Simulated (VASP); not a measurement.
# Ca (Immm) in VASP: notebook

Ca is run at these levels: LDA; tasks: single point.

All numbers are computed with VASP 6.6.1; they aren't measurements. Logs are shortened: lines on timing, memory, paths and dates and some standing lists are left out, and cuts for length are marked.

## 1. The cell of the first run

Symmetry: Immm, No. 71, orthorhombic system. The conventional cell has a = 4.193 Å, b = 4.203 Å, c = 4.891 Å, α = 90.00°, β = 90.00°, γ = 90.00°. Ca (site symmetry mmm) has 14 Ca at 3.85 to 4.89 Å within 5.0 Å.

## 2. Single point, LDA

Input file INCAR:

```
SYSTEM = Ca
PREC = Accurate
ENCUT = 520
EDIFF = 1E-7
ISMEAR = 0
SIGMA = 0.15
LREAL = .FALSE.
LASPH = .TRUE.
NELM = 100
ALGO = Normal
ISIF = 2
LWAVE = .FALSE.
LCHARG = .FALSE.
GGA = CA
NBANDS = 11
```

Input file KPOINTS:

```
regular mesh
0
G
  16 16 16
  0 0 0
```

Input file POSCAR:

```
Ca
1.0
   -2.0964874600      2.1017318100      2.4453524600
    2.0964874600     -2.1017318100      2.4453524600
    2.0964874600      2.1017318100     -2.4453524600
Ca
1
Direct
    0.5000000000      0.5000000000      0.0000000000
```

Potentials or basis: VASP PAW LDA potentials, release 64 (Ca_sv).

Started as:

```sh
cat potpaw_LDA.64/Ca_sv/POTCAR > POTCAR
mpirun -np 1 vasp_std > vasp.out
```

OUTCAR:

```text
SYSTEM = Ca
   PREC = Accurate
   ENCUT = 520
   EDIFF = 1E-7
   ISMEAR = 0
   LREAL = .FALSE.
   LASPH = .TRUE.
   NELM = 100
   ISIF = 2
   GGA = CA

 ion  position               nearest neighbor table
   1  0.500  0.500  0.000-

  LATTYP: Found a body centered orthorhombic cell.
 ALAT       =     4.1929749200
 B/A-ratio  =     1.0025014936
 C/A-ratio  =     1.1664045250

  Lattice vectors:

 A1 = (  -2.0964874600,   2.1017318100,   2.4453524600)
 A2 = (   2.0964874600,  -2.1017318100,   2.4453524600)
 A3 = (   2.0964874600,   2.1017318100,  -2.4453524600)

Analysis of symmetry for initial positions (statically):
=====================================================================
 Subroutine PRICEL returns:
 Original cell was already a primitive cell.

 Routine SETGRP: Setting up the symmetry group for a
 body centered orthorhombic supercell.

 Subroutine GETGRP returns: Found  8 space group operations
 (whereof  8 operations were pure point group operations)
 out of a pool of  8 trial point group operations.

The static configuration has the point symmetry D_2h.

Analysis of symmetry for dynamics (positions and initial velocities):
=====================================================================
 Subroutine PRICEL returns:
 Original cell was already a primitive cell.

 Routine SETGRP: Setting up the symmetry group for a
 body centered orthorhombic supercell.

 Subroutine GETGRP returns: Found  8 space group operations
 (whereof  8 operations were pure point group operations)
 out of a pool of  8 trial point group operations.

The dynamic configuration has the point symmetry D_2h.

 Subroutine INISYM returns: Found  8 space group operations
 (whereof  8 operations are pure point group operations),
 and found     1 'primitive' translations

----------------------------------------------------------------------------------------

                                     Primitive cell

  volume of cell :      43.0994

  direct lattice vectors                    reciprocal lattice vectors
    -2.096487460  2.101731810  2.445352460     0.000000000  0.237899050  0.204469502
     2.096487460 -2.101731810  2.445352460     0.238494153  0.000000000  0.204469502
     2.096487460  2.101731810 -2.445352460     0.238494153  0.237899050  0.000000000

  length of vectors
     3.846073962  3.846073962  3.846073962     0.313693696  0.314145250  0.336861127

  position of ions in fractional coordinates (direct lattice)
     0.500000000  0.500000000  0.000000000

  ion indices of the primitive-cell ions
   primitive index   ion index
                 1           1

----------------------------------------------------------------------------------------

 KPOINTS: regular mesh

Automatic generation of k-mesh.
 Grid dimensions read from file:
 generate k-points for:   16   16   16

 Generating k-lattice:

  Cartesian coordinates                     Fractional coordinates (reciprocal lattice)
     0.000000000  0.014868691  0.012779344     0.062500000  0.000000000  0.000000000
     0.014905885  0.000000000  0.012779344     0.000000000  0.062500000 -0.000000000
     0.014905885  0.014868691  0.000000000     0.000000000 -0.000000000  0.062500000

  Length of vectors
     0.019605856  0.019634078  0.021053820

  Shift w.r.t. Gamma in fractional coordinates (k-lattice)
     0.000000000  0.000000000  0.000000000

 Subroutine IBZKPT returns following result:
 ===========================================

 Found    621 irreducible k-points:

 Following reciprocal coordinates:
            Coordinates               Weight
  0.000000  0.000000  0.000000      1.000000
  0.062500  0.000000  0.000000      4.000000
  0.125000  0.000000  0.000000      4.000000
  0.187500 -0.000000  0.000000      4.000000
  0.250000  0.000000  0.000000      4.000000
  0.312500  0.000000  0.000000      4.000000
[... 16 lines left out ...]
 -0.187500  0.062500 -0.000000      8.000000
 -0.125000  0.062500  0.000000      8.000000
 [... further k-points ...]
   k-points           NKPTS =    621   k-points in BZ     NKDIM =    621   number of bands    NBANDS=     11
   number of dos      NEDOS =    301   number of ions     NIONS =      1
   total plane-waves  NPLWV =  27000
   dimension x,y,z NGX =    30 NGY =   30 NGZ =   30
   dimension x,y,z NGXF=    60 NGYF=   60 NGZF=   60
   ions per type =               1
   NGX,Y,Z   is equivalent  to a cutoff of  12.97, 12.97, 12.97 a.u.
   NGXF,Y,Z  is equivalent  to a cutoff of  25.93, 25.93, 25.93 a.u.
 SYSTEM =  Ca
   PREC   = accura    normal or accurate (medium, high low for compatibility)
   ISTART =      0    job   : 0-new  1-cont  2-samecut
   ICHARG =      2    charge: 1-file 2-atom 10-const
   ISPIN  =      1    spin polarized calculation?
   LNONCOLLINEAR =      F non collinear calculations
   LSORBIT =      F    spin-orbit coupling
   LASPH  =      T    aspherical Exc in radial PAW
   ENCUT  =  520.0 eV  38.22 Ry    6.18 a.u.   7.15  7.15  7.15*2*pi/ulx,y,z
   NELM   =    100;   NELMIN=  2; NELMDL= -5     # of ELM steps
   EDIFF  = 0.1E-06   stopping-criterion for ELM
   LREAL  =      F    real-space projection
   EDIFFG = 0.1E-05   stopping-criterion for IOM
   NSW    =      0    number of steps for IOM
   IBRION =     -1    ionic relax: 0-MD 1-quasi-New 2-CG
   NFREE  =      0    steps in history (QN), initial steepest desc. (CG)
   ISIF   =      2    stress and relaxation
   ISYM   =      2    0-nonsym 1-usesym 2-fastsym
   POTIM  = 0.5000    time-step for ionic-motion
   TEBEG  =    0.0;   TEEND  =   0.0 temperature during run
   PSTRESS=    0.0 pullay stress
   NELECT =      10.0000    total number of electrons
   NUPDOWN=      -1.0000    fix difference up-down
   EMIN   =  10.00;   EMAX   =-10.00  energy-range for DOS
   EFERMI =   0.00;   METHOD = LEGACY
   ISMEAR =     0;   SIGMA  =   0.15  broadening in eV -4-tet -1-fermi 0-gaus
   EFERMI_NEDOS =   21; number of points for ismear=-14 and -15
   IALGO  =     38    algorithm
   IMIX   =      4    mixing-type and parameters
     AMIX     =   0.40;   BMIX     =  1.00
     AMIX_MAG =   1.60;   BMIX_MAG =  1.00
  volume/ion in A,a.u.               =      43.10       290.85
  Fermi-wavevector in a.u.,A,eV,Ry     =   1.005969  1.901005 13.768730  1.011973
  Thomas-Fermi vector in A             =   2.138682
   LORBIT       =      0    0 simple, 1 ext, 2 COOP (PROOUT), +10 PAW based schemes
   GGA     = CA    functional components
   LHFCALC =     F    Hartree Fock is set to
   AEXX    =    0.0000 exact exchange contribution
   IVDW    =     0    specifies the selected vdW correction
   LEPSILON=     F    determine dielectric tensor
   LRPA    =     F    only Hartree local field effects (RPA)
 non-spin polarized calculation
 Gauss-broadening in eV      SIGMA  =   0.15
  energy-cutoff  :      520.00
  volume of cell :       43.10
 maximum number of plane-waves:      1177
 NGX is ok and might be reduce to    30
   NGX = 15   NGY = 15   NGZ = 15

 number of electron      10.0000000 magnetization

 Free energy of the ion-electron system (eV)
  ---------------------------------------------------
  ext. energy  EPLUGINS =         0.00000000
  ---------------------------------------------------
  free energy    TOTEN  =        -2.16956129 eV

  energy without entropy =       -2.15359536  energy(sigma->0) =       -2.16157832

 E-fermi :   1.7302     XC(G=0):  -7.8959

 val. band max:        1.7289668239   @ k =  -0.3750   0.5000   0.2500
 cond. band min:       1.7315465974   @ k =   0.1875   0.3750   0.0625
 fundamental gap:      0.0025797735
 Fermi energy:         1.7301595461

 k-point     1 :       0.0000    0.0000    0.0000
  band No.  band energies     occupation
      1     -39.9146      2.00000
      2     -21.1287      2.00000
      3     -21.1285      2.00000
      4     -21.1175      2.00000
      5      -2.2775      2.00000
      6       3.7445      0.00000
      7       3.7579      0.00000
      8       4.3368      0.00000
      9       4.4718      0.00000
     10       5.1710      0.00000
     11      11.1603      0.00000

 k-point     2 :       0.0625    0.0000    0.0000
  band No.  band energies     occupation
      1     -39.9141      2.00000
      2     -21.1319      2.00000
      3     -21.1301      2.00000
      4     -21.1194      2.00000
      5      -2.2104      2.00000
      6       3.7210      0.00000
      7       3.7741      0.00000
      8       4.3335      0.00000
      9       4.4473      0.00000
     10       5.1456      0.00000
     11      11.2077      0.00000

 k-point     3 :       0.1250    0.0000    0.0000
  band No.  band energies     occupation
      1     -39.9126      2.00000
      2     -21.1451      2.00000
      3     -21.1341      2.00000
      4     -21.1214      2.00000
      5      -2.0115      2.00000
      6       3.6199      0.00000
      7       3.7885      0.00000
      8       4.3640      0.00000
      9       4.4111      0.00000
     10       5.0869      0.00000
     11      11.0242      0.00000

 k-point     4 :       0.1875   -0.0000    0.0000
  band No.  band energies     occupation
      1     -39.9104      2.00000
      2     -21.1668      2.00000
      3     -21.1400      2.00000
      4     -21.1223      2.00000
      5      -1.6887      2.00000
      6       3.4003      0.00000
      7       3.7358      0.00000
      8       4.4185      0.00000
      9       4.5072      0.00000
     10       5.0334      0.00000
     11      10.0802      0.00000
[... 239 lines left out ...]
 k-point    22 :      -0.2500    0.0625    0.0000
  band No.  band energies     occupation
      1     -39.9086      2.00000
      2     -21.1831      2.00000
      3     -21.1435      2.00000
      4     -21.1254      2.00000
      5      -1.4002      2.00000
      6       3.1971      0.00000
      7       3.6738      0.00000
      8       4.4366      0.00000
      9       4.6072      0.00000
     10       5.0742      0.00000
     11       9.5116      0.00000

 k-point    23 :      -0.1875    0.0625   -0.0000
  band No.  band energies     occupation
      1     -39.9111      2.00000
      2     -21.1599      2.00000
      3     -21.1366      2.00000
      4     -21.1242      2.00000
      5      -1.7868      2.00000
      6       3.4488      0.00000
      7       3.8053      0.00000
      8       4.3505      0.00000
      9       4.4742      0.00000
     10       5.0586      0.00000
     11      10.5539      0.00000

 k-point    24 :      -0.1250    0.0625    0.0000
  band No.  band energies     occupation
      1     -39.9130      2.00000
      2     -21.1425      2.00000
      3     -21.1314      2.00000
      4     -21.1222      2.00000
      5      -2.0571      2.00000
      6       3.6049      0.00000
      7       3.8478      0.00000
      8       4.2707      0.00000
      9       4.4865      0.00000
     10       5.0893      0.00000
     11      11.2977      0.00000

 [... further k-points ...]

------------------------ aborting loop because EDIFF is reached ----------------------------------------

  FORCE on cell =-STRESS in cart. coord.  units (eV):
  Direction    XX          YY          ZZ          XY          YZ          ZX
  --------------------------------------------------------------------------------------
  -------------------------------------------------------------------------------------
  Total       -0.5627737     -0.5687903     -0.4802091     -0.0000000      0.0000000      0.0000000
  in kB      -20.9205608    -21.1442227    -17.8513044     -0.0000000      0.0000000      0.0000000
  external PRESSURE =     -19.9720293 kB  Pullay stress =       0.0000000 kB

 VOLUME and BASIS-vectors are now :
 -----------------------------------------------------------------------------
  energy-cutoff  :      520.00
  volume of cell :       43.10
      direct lattice vectors                 reciprocal lattice vectors
    -2.096487460  2.101731810  2.445352460     0.000000000  0.237899050  0.204469502
     2.096487460 -2.101731810  2.445352460     0.238494153  0.000000000  0.204469502
     2.096487460  2.101731810 -2.445352460     0.238494153  0.237899050  0.000000000

 POSITION                                       TOTAL-FORCE (eV/Angst)
 -----------------------------------------------------------------------------------
      0.00000      0.00000      2.44535         0.000000      0.000000     -0.000000
 -----------------------------------------------------------------------------------
    total drift:                                0.000000     -0.000000      0.000000

  FREE ENERGIE OF THE ION-ELECTRON SYSTEM (eV)
  ---------------------------------------------------
  free  energy   TOTEN  =        -2.1695612915 eV

  energy  without entropy=       -2.1535953572  energy(sigma->0) =       -2.16157832
```

It took 1.7 min on 1 thread of Intel Xeon 6975P-C (Granite Rapids), shared host; peak memory 0.38 GiB.

Results:

- Free energy: -2.1696 eV
- Pressure: -2.0 GPa
- Band gap on the k mesh: zero (band 5 reaches 1.98 eV, above the bottom of band 6 at 1.64 eV)

## 3. Single point, LDA

Input file INCAR:

```
SYSTEM = Ca
PREC = Accurate ; ENCUT = 520
EDIFF = 1E-7 ; ISMEAR = 0
SIGMA = 0.15 ; LREAL = .FALSE.
LASPH = .TRUE. ; NELM = 100
ALGO = Normal ; ISIF = 2
LWAVE = .FALSE. ; LCHARG = .TRUE.
GGA = CA ; LELF = .TRUE.
LVHAR = .TRUE. ; NBANDS = 11
```

Input file KPOINTS:

```
Automatic mesh
0
G
  18 18 18
  0 0 0
```

POSCAR is that of step 2.

Potentials or basis: VASP PAW LDA potentials, release 64 (Ca_sv).

Started as:

```sh
cat potpaw_LDA.64/Ca_sv/POTCAR > POTCAR
mpirun -np 1 vasp_std > vasp.out
```

OUTCAR:

```text
SYSTEM = Ca
   PREC = Accurate
   ENCUT = 520
   EDIFF = 1E-7
   ISMEAR = 0
   LREAL = .FALSE.
   LASPH = .TRUE.
   NELM = 100
   ISIF = 2
   GGA = CA

 ion  position               nearest neighbor table
   1  0.500  0.500  0.000-

  LATTYP: Found a body centered orthorhombic cell.
 ALAT       =     4.1929749200
 B/A-ratio  =     1.0025014936
 C/A-ratio  =     1.1664045250

  Lattice vectors:

 A1 = (  -2.0964874600,   2.1017318100,   2.4453524600)
 A2 = (   2.0964874600,  -2.1017318100,   2.4453524600)
 A3 = (   2.0964874600,   2.1017318100,  -2.4453524600)

Analysis of symmetry for initial positions (statically):
=====================================================================
 Subroutine PRICEL returns:
 Original cell was already a primitive cell.

 Routine SETGRP: Setting up the symmetry group for a
 body centered orthorhombic supercell.

 Subroutine GETGRP returns: Found  8 space group operations
 (whereof  8 operations were pure point group operations)
 out of a pool of  8 trial point group operations.

The static configuration has the point symmetry D_2h.
[... 166 lines left out ...]

 k-point     1 :       0.0000    0.0000    0.0000
  band No.  band energies     occupation
      1     -39.9140      2.00000
      2     -21.1281      2.00000
      3     -21.1279      2.00000
      4     -21.1169      2.00000
      5      -2.2775      2.00000
      6       3.7449      0.00000
      7       3.7582      0.00000
      8       4.3372      0.00000
      9       4.4723      0.00000
     10       5.1715      0.00000
     11      11.1602      0.00000
[... 309 lines left out ...]
 k-point    24 :      -0.2778    0.0556   -0.0000
  band No.  band energies     occupation
      1     -39.9067      2.00000
      2     -21.1947      2.00000
      3     -21.1466      2.00000
      4     -21.1246      2.00000
      5      -1.1832      2.00000
      6       3.0471      0.00000
      7       3.6054      0.00000
      8       4.4384      0.00000
      9       4.7508      0.00000
     10       5.0941      0.00000
     11       9.0002      0.00000

 [... further k-points ...]

------------------------ aborting loop because EDIFF is reached ----------------------------------------

  FORCE on cell =-STRESS in cart. coord.  units (eV):
  Direction    XX          YY          ZZ          XY          YZ          ZX
  --------------------------------------------------------------------------------------
  -------------------------------------------------------------------------------------
  Total       -0.5627492     -0.5687592     -0.4794619      0.0000000      0.0000000      0.0000000
  in kB      -20.9196516    -21.1430690    -17.8235277      0.0000000      0.0000000      0.0000000
  external PRESSURE =     -19.9620827 kB  Pullay stress =       0.0000000 kB

 VOLUME and BASIS-vectors are now :
 -----------------------------------------------------------------------------
  energy-cutoff  :      520.00
  volume of cell :       43.10
      direct lattice vectors                 reciprocal lattice vectors
    -2.096487460  2.101731810  2.445352460     0.000000000  0.237899050  0.204469502
     2.096487460 -2.101731810  2.445352460     0.238494153  0.000000000  0.204469502
     2.096487460  2.101731810 -2.445352460     0.238494153  0.237899050  0.000000000

 POSITION                                       TOTAL-FORCE (eV/Angst)
 -----------------------------------------------------------------------------------
      0.00000      0.00000      2.44535         0.000000      0.000000      0.000000
 -----------------------------------------------------------------------------------
    total drift:                                0.000000     -0.000000      0.000000

  FREE ENERGIE OF THE ION-ELECTRON SYSTEM (eV)
  ---------------------------------------------------
  free  energy   TOTEN  =        -2.1693389261 eV

  energy  without entropy=       -2.1528994106  energy(sigma->0) =       -2.16111917
```

stdout:

```text
POSCAR found type information on POSCAR Ca
 POSCAR found :  1 types and       1 ions
 scaLAPACK will be used
 LDA part: xc-table for (Slater(with rela. corr.)+CA(PZ))
 , standard interpolation
 POSCAR, INCAR and KPOINTS ok, starting setup
 FFT: planning ... GRIDC
 FFT: planning ... GRID_SOFT
 FFT: planning ... GRID
 WAVECAR not read
 entering main loop
```

It took 2.5 min on 1 thread of Intel Xeon 6975P-C (Granite Rapids), shared host; peak memory 0.47 GiB.

What came out:

```
Free energy            : -2.1693 eV
Pressure               : -2.0 GPa
Band gap on the k mesh : zero (band 5 reaches 1.93 eV, above the bottom of band 6 at 1.64 eV)
```

Levels at points of the mesh, in eV from the Fermi level:
```csv
k point,band 2,band 3,band 4,band 5,band 6,band 7,band 8,band 9
"(0.00, 0.00, 0.00)",-22.86,-22.86,-22.85,-4.01,2.02,2.03,2.61,2.74
"(0.50, 0.00, 0.00)",-22.99,-22.89,-22.85,-1.01,-0.09,1.56,2.63,3.57
"(0.00, 0.50, 0.00)",-22.99,-22.89,-22.85,-1.01,-0.08,1.55,2.64,3.58
"(0.50, 0.50, 0.00)",-22.99,-22.90,-22.87,-0.71,0.39,0.77,3.56,3.69
"(0.50, 0.50, 0.50)",-22.97,-22.94,-22.94,-0.15,0.22,2.38,3.87,4.02
```
